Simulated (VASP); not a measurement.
# Mg3SO3 in VASP: single point with PBE

Aim: the single point of Mg3SO3 with PBE.

Everything below comes from runs of VASP 6.6.1. Logs are shortened: lines on timing, memory, paths and dates and some standing lists are left out, and cuts for length are marked.

### 1 The cell of the first run

The cell holds a slab with vacuum, 7 atoms: a = 3.009 Å, b = 3.009 Å, c = 19.780 Å, α = 90.00°, β = 90.00°, γ = 90.00°.

### 2 Single point, PBE, collinear spin

Contents of INCAR:

```
SYSTEM = Mg3SO3
PREC = Accurate
ENCUT = 520
EDIFF = 1E-6
ISMEAR = 0
SIGMA = 0.05
LREAL = .FALSE.
LASPH = .TRUE.
NELM = 150
ALGO = Normal
ISIF = 2
LWAVE = .FALSE.
LCHARG = .FALSE.
ISPIN = 2
MAGMOM = 0 0 0 0 0 0 2
LORBIT = 11
LDIPOL = .TRUE.
IDIPOL = 3
DIPOL = 0.5 0.5 0.346
GGA = PE
NBANDS = 28
```

Contents of KPOINTS:

```
Automatic mesh
0
G
  9 9 1
  0 0 0
```

Contents of POSCAR:

```
Mg3SO3
1.0
    3.0085896345      0.0000000000      0.0000000000
    0.0000000000      3.0085896345      0.0000000000
    0.0000000000      0.0000000000     19.7799623498
Mg O S
3 3 1
Direct
    0.5000000000      0.5000000000      0.2022248541
    0.0000000000      0.0000000000      0.3100331121
    0.5000000000      0.5000000000      0.4161289127
    0.0000000000      0.0000000000      0.2022248541
    0.5000000000      0.5000000000      0.3095409237
    0.0000000000      0.0000000000      0.4186035445
    0.0000000000      0.5000000000      0.5656900663
```

Potentials or basis: VASP PAW PBE potentials, release 64 (Mg, O, S).

On the command line:

```console
cat potpaw_PBE.64/Mg/POTCAR potpaw_PBE.64/O/POTCAR potpaw_PBE.64/S/POTCAR > POTCAR
mpirun -np 1 vasp_std > vasp.out
```

OUTCAR:

```text
SYSTEM = Mg3SO3
   PREC = Accurate
   ENCUT = 520
   EDIFF = 1E-6
   ISMEAR = 0
   LREAL = .FALSE.
   LASPH = .TRUE.
   NELM = 150
   ISIF = 2
   ISPIN = 2
   LORBIT = 11
   GGA = PE

 ion  position               nearest neighbor table
   1  0.500  0.500  0.202-   5 2.12   4 2.13   4 2.13   4 2.13   4 2.13   2 3.01   2 3.01   2 3.01
                             2 3.01
   2  0.000  0.000  0.310-   5 2.13   5 2.13   5 2.13   5 2.13   4 2.13   6 2.15   3 2.99   3 2.99
                             3 2.99   3 2.99   1 3.01   1 3.01   1 3.01   1 3.01
   3  0.500  0.500  0.416-   5 2.11   6 2.13   6 2.13   6 2.13   6 2.13   2 2.99   2 2.99   2 2.99
                             2 2.99
   4  0.000  0.000  0.202-   1 2.13   1 2.13   1 2.13   1 2.13   2 2.13
   5  0.500  0.500  0.310-   3 2.11   1 2.12   2 2.13   2 2.13   2 2.13   2 2.13
   6  0.000  0.000  0.419-   3 2.13   3 2.13   3 2.13   3 2.13   2 2.15
   7  0.000  0.500  0.566-

  LATTYP: Found a simple tetragonal cell.
 ALAT       =     3.0085896345
 C/A-ratio  =     6.5744966090

  Lattice vectors:

 A1 = (   3.0085896345,   0.0000000000,   0.0000000000)
 A2 = (   0.0000000000,   3.0085896345,   0.0000000000)
 A3 = (   0.0000000000,   0.0000000000,  19.7799623498)

Analysis of symmetry for initial positions (statically):
=====================================================================
 Subroutine PRICEL returns:
 Original cell was already a primitive cell.

 Routine SETGRP: Setting up the symmetry group for a
 simple tetragonal supercell.

 Subroutine GETGRP returns: Found  4 space group operations
 (whereof  4 operations were pure point group operations)
 out of a pool of 16 trial point group operations.

The static configuration has the point symmetry C_2v.

Analysis of symmetry for dynamics (positions and initial velocities):
=====================================================================
 Subroutine PRICEL returns:
 Original cell was already a primitive cell.

 Routine SETGRP: Setting up the symmetry group for a
 simple tetragonal supercell.

 Subroutine GETGRP returns: Found  4 space group operations
 (whereof  4 operations were pure point group operations)
 out of a pool of 16 trial point group operations.

The dynamic configuration has the point symmetry C_2v.

Analysis of structural, dynamic, and magnetic symmetry:
=====================================================================
 Subroutine PRICEL returns:
 Original cell was already a primitive cell.

 Routine SETGRP: Setting up the symmetry group for a
[... 164 lines left out ...]
  free energy    TOTEN  =       -37.18351481 eV

  energy without entropy =      -37.18088093  energy(sigma->0) =      -37.18219787

 E-fermi :  -1.4812     XC(G=0):  -5.5373

 val. band max:       -1.5012748206   @ k =   0.4444   0.2222   0.0000
 cond. band min:      -1.4807291295   @ k =   0.3333   0.0000   0.0000
 fundamental gap:      0.0205456911
 Fermi energy:        -1.4811536827

 spin component 1

 k-point     1 :       0.0000    0.0000    0.0000
  band No.  band energies     occupation
      1     -18.7432      1.00000
      2     -17.9741      1.00000
      3     -17.5839      1.00000
      4     -13.9958      1.00000
      5      -5.3201      1.00000
      6      -4.3783      1.00000
[... 709 lines left out ...]
     26       8.9145      0.00000
     27       9.3398      0.00000

 [... further k-points ...]

 spin component 2

 k-point     1 :       0.0000    0.0000    0.0000
  band No.  band energies     occupation
      1     -18.7215      1.00000
      2     -17.9304      1.00000
      3     -17.4965      1.00000
      4     -13.5397      1.00000
      5      -5.2660      1.00000
      6      -4.0583      1.00000
[... 709 lines left out ...]
     26       8.9906      0.00000
     27       9.4975      0.00000

 [... further k-points ...]

 [bands above 27 left out]

------------------------ aborting loop because EDIFF is reached ----------------------------------------

 vacuum level on the upper side and lower side of the slab       (xc-potential included)         1.149        -1.139

  FORCE on cell =-STRESS in cart. coord.  units (eV):
  Direction    XX          YY          ZZ          XY          YZ          ZX
  --------------------------------------------------------------------------------------
  -------------------------------------------------------------------------------------
  Total       -6.9523869     -6.3523447     -0.1140115      0.0000000      0.0000000      0.0000000
  in kB      -62.2147192    -56.8451303     -1.0202526      0.0000000      0.0000000      0.0000000
  external PRESSURE =     -40.0267007 kB  Pullay stress =       0.0000000 kB

 VOLUME and BASIS-vectors are now :
 -----------------------------------------------------------------------------
  energy-cutoff  :      520.00
  volume of cell :      179.04
      direct lattice vectors                 reciprocal lattice vectors
     3.008589634  0.000000000  0.000000000     0.332381654  0.000000000  0.000000000
     0.000000000  3.008589634  0.000000000     0.000000000  0.332381654  0.000000000
     0.000000000  0.000000000 19.779962350     0.000000000  0.000000000  0.050556214

 POSITION                                       TOTAL-FORCE (eV/Angst)
 -----------------------------------------------------------------------------------
      1.50429      1.50429      4.00000         0.000000      0.000000      0.450406
      0.00000      0.00000      6.13244         0.000000      0.000000     -0.028004
      1.50429      1.50429      8.23101         0.000000      0.000000      0.609128
      0.00000      0.00000      4.00000         0.000000      0.000000     -0.430138
      1.50429      1.50429      6.12271         0.000000      0.000000     -0.009724
      0.00000      0.00000      8.27996         0.000000      0.000000     -0.588710
      0.00000      1.50429     11.18933         0.000000      0.000000     -0.002958
 -----------------------------------------------------------------------------------
    total drift:                                0.000000      0.000000     -0.001052

  FREE ENERGIE OF THE ION-ELECTRON SYSTEM (eV)
  ---------------------------------------------------
  free  energy   TOTEN  =       -37.1835148062 eV

  energy  without entropy=      -37.1808809264  energy(sigma->0) =      -37.18219787

 vacuum level on the upper side and lower side of the slab         5.177         2.840

 total charge

# of ion       s       p       d       tot
------------------------------------------
    1        0.141   0.150   0.062   0.352
    2        0.147   0.171   0.073   0.391
    3        0.138   0.151   0.063   0.351
    4        1.543   3.492   0.000   5.034
    5        1.543   3.542   0.000   5.085
    6        1.548   3.476   0.000   5.024
    7        1.414   2.031   0.000   3.444
--------------------------------------------------
tot          6.474  13.011   0.197  19.682

 magnetization (x)

# of ion       s       p       d       tot
------------------------------------------
    1       -0.000   0.000   0.000   0.000
    2        0.000   0.001   0.001   0.002
    3       -0.001  -0.001  -0.000  -0.002
    4       -0.000   0.001   0.000   0.001
    5       -0.000   0.008   0.000   0.008
    6        0.002   0.082   0.000   0.084
    7        0.010   0.321   0.000   0.331
--------------------------------------------------
tot          0.011   0.411   0.001   0.423
```

OSZICAR:

```text
N       E                     dE             d eps       ncg     rms          rms(c)
DAV:   1     0.199726107220E+03    0.19973E+03   -0.12123E+04  2800   0.867E+02
DAV:   2    -0.176068088935E+02   -0.21733E+03   -0.20303E+03  3820   0.205E+02
DAV:   3    -0.427937431389E+02   -0.25187E+02   -0.24935E+02  3540   0.734E+01
[... 19 lines left out ...]
DAV:  23    -0.371834731740E+02   -0.82940E-04   -0.49372E-06  2936   0.148E-02    0.235E-03
DAV:  24    -0.371834870546E+02   -0.13881E-04   -0.22202E-06  2976   0.981E-03    0.190E-03
DAV:  25    -0.371835042940E+02   -0.17239E-04   -0.11310E-06  2636   0.631E-03    0.135E-03
DAV:  26    -0.371835139652E+02   -0.96712E-05   -0.72392E-07  2620   0.430E-03    0.775E-04
DAV:  27    -0.371835148062E+02   -0.84102E-06   -0.24909E-07  2396   0.405E-03
   1 F= -.37183515E+02 E0= -.37182198E+02  d E =-.263388E-02  mag=     0.6386
```

Run time: 13 min. Hardware: 1 thread of Oxide Virtual Turin-like, shared host; peak memory 0.4 GiB.

Results:

```yaml
Free_energy: -37.1835 eV
Largest_force: 0.609 eV/Å
Net_moment: 0.64 μB per cell
Site_moments: Mg +0.00, -0.00 (each value once); O +0.00, +0.01, +0.08; S +0.33 μB
Valence_electrons_inside_the_program's_atomic_spheres: Mg 0.35, 0.39 (each value once); O 5.03, 5.08, 5.02; S 3.44
```

Forces on the atoms (eV/Å):
```
Mg   0.000  0.000  0.450
Mg   0.000  0.000 -0.028
Mg   0.000  0.000  0.609
O    0.000  0.000 -0.430
O    0.000  0.000 -0.010
O    0.000  0.000 -0.589
S    0.000  0.000 -0.003
```

Caveat: a moment this small can come from the mesh or the smearing.
